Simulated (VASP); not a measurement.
Here is a VASP 6.6.1 calculation.

Contents of INCAR:

```
SYSTEM = NbPdSe3
PREC = Accurate ; ENCUT = 520
EDIFF = 1E-6 ; ISMEAR = 0
SIGMA = 0.1 ; LREAL = .FALSE.
LASPH = .TRUE. ; NELM = 100
ALGO = Normal ; ISIF = 2
LWAVE = .FALSE. ; LCHARG = .TRUE.
GGA = PE ; LELF = .TRUE.
LVHAR = .TRUE. ; NBANDS = 28
```

Contents of KPOINTS:

```
regular mesh
0
G
  12 12 4
  0 0 0
```

Contents of POSCAR:

```
NbPdSe3
1.0
    3.8764601457      0.0000000000      0.0000000000
   -1.9382300729      3.3571129629      0.0000000000
    0.0000000000      0.0000000000     10.8383038697
Nb Pd Se
1 1 3
Direct
    0.0000000000      0.0000000000      0.0000000000
    0.0000000000      0.0000000000      0.5000000000
    0.3333333333      0.6666666667      0.1442615047
    0.3333333333      0.6666666667      0.8557384953
    0.6666666667      0.3333333333      0.5000000000
```

Potentials or basis: VASP PAW PBE potentials, release 64 (Nb_sv, Pd, Se).

Launch:

```sh
$ cat potpaw_PBE.64/Nb_sv/POTCAR potpaw_PBE.64/Pd/POTCAR potpaw_PBE.64/Se/POTCAR > POTCAR
$ mpirun -np 1 vasp_std > vasp.out
```

(1) Estimate the pressure.

(2) Estimate the band gap on the k mesh.

Results:

(1) 0.0 GPa.

(2) zero (an odd number of electrons rules out a gap without spin polarisation).
